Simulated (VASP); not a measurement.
Set up this calculation in VASP 6.6.1, as the native input.

```
Task                   : relaxation of the atoms
Functional             : PBE
Potentials or basis    : VASP PAW PBE potentials, release 64 (Zr_sv, H)
Cutoff                 : 520 eV
k mesh                 : 3 × 2 × 3
Occupations            : fermi-dirac, width 0.1 eV
Spin                   : no spin polarisation
Dipole correction      : no
Further INCAR settings : ALGO = Normal; EDIFF = 1e-07; IBRION = 2; EDIFFG = -0.08; NSW = 45
```

The structure of Zr12H (a cell with a defect) lies in POSCAR:

```
Zr12H
1.0
    6.4600000000      0.0000000000      0.0000000000
   -4.8450000000      8.3917860000      0.0000000000
    0.0000000000      0.0000000000      5.1453900000
Zr H
12 1
Direct
    0.0000000000      0.0000000000      0.0000000000
    0.1666667000      0.2222222000      0.5000000000
    0.0000000000      0.3333333000      0.0000000000
    0.1666667000      0.5555556000      0.5000000000
    0.0000000000      0.6666667000      0.0000000000
    0.1666667000      0.8888889000      0.5000000000
    0.5000000000      0.0000000000      0.0000000000
    0.6666667000      0.2222222000      0.5000000000
    0.5000000000      0.3333333000      0.0000000000
    0.6666667000      0.5555556000      0.5000000000
    0.5000000000      0.6666667000      0.0000000000
    0.6666667000      0.8888889000      0.5000000000
    0.8413827000      0.4471771000      0.2419427000
```

The input as run:

INCAR

```
SYSTEM = Zr12H
PREC = Accurate ; ENCUT = 520
EDIFF = 1E-7 ; ISMEAR = -1
SIGMA = 0.1 ; LREAL = .False.
LASPH = .True. ; NELM = 100
ALGO = Normal ; ISIF = 2
LWAVE = .False. ; LCHARG = .False.
GGA = PE ; IBRION = 2
NSW = 45 ; EDIFFG = -0.08
KPAR = 4
```

KPOINTS

```
regular mesh
0
Gamma
  3 2 3
  0 0 0
```

Potentials or basis: VASP PAW PBE potentials, release 64 (Zr_sv, H).

Run with:

```console
$ cat potpaw_PBE.64/Zr_sv/POTCAR potpaw_PBE.64/H/POTCAR > POTCAR
$ mpirun -np 4 vasp_std > vasp.out
```

It gave:

The energy gained by relaxing is 2.5 meV/atom and the ionic steps are 4. The pressure after relaxing is 1.5 GPa, the largest force after relaxing is 0.074 eV/Å and the band gap on the k mesh is zero (an odd number of electrons rules out a gap without spin polarisation).

Caveat: the k points lie up to 0.41 Å⁻¹ apart, too coarse for converged energies and pressures of a metal; the relaxation stopped at a loose force limit of 0.08 eV/Å, so its end isn't a converged minimum.

Wall time 6.7 min on 4 MPI ranks on Intel(R) Xeon(R) Platinum 8375C CPU @ 2.90GHz (Ice Lake) (shared host), peak memory 0.46 GiB a rank.
